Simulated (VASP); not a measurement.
Write the native input for VASP 6.6.1 that does the following.

```yaml
Task: single point
Functional: LDA
Potentials_or_basis: VASP PAW LDA potentials, release 64 (Rh_pv)
Cutoff: 520 eV
k_mesh: 5 × 5 × 45
Occupations: gaussian, width 0.1 eV
Spin: no spin polarisation
Dipole_correction: no
Further_INCAR_settings: ALGO = Fast; EDIFF = 1e-07; NBANDS = 30
```

The structure of Rh lies in POSCAR:

```
Rh
1.0
    6.6367666745     -0.0000000001     -0.0255845591
   -0.0000000001      8.1483236109     -0.0000000380
    2.2093781306      1.3580539317      0.7469481748
Rh
3
Direct
    0.0000000000      0.6666666667      0.0000000000
    0.0000000000      0.3333333333      0.0000000000
    0.0000000000      0.0000000000      0.0000000000
```

One way to write it, as run:

INCAR

```
PREC = Accurate
ENCUT = 520
EDIFF = 1E-7
ISMEAR = 0
SIGMA = 0.1
LREAL = False
LASPH = True
NELM = 60
ALGO = Fast
ISIF = 2
LWAVE = False
LCHARG = False
NBANDS = 30
```

KPOINTS

```
Automatic mesh
0
Gamma
  5 5 45
```

Potentials or basis: VASP PAW LDA potentials, release 64 (Rh_pv).

Command:

```sh
$ cat potpaw_LDA.64/Rh_pv/POTCAR > POTCAR
$ mpirun -np 1 vasp_std > vasp.out
```

Results of the run:

```yaml
Pressure: -7.5 GPa
```

Caveat: the k points lie up to 0.58 Å⁻¹ apart.

Run time: 11 min on 1 thread of Intel(R) Xeon(R) 6975P-C (Granite Rapids), on a shared host, peak memory 0.59 GiB.
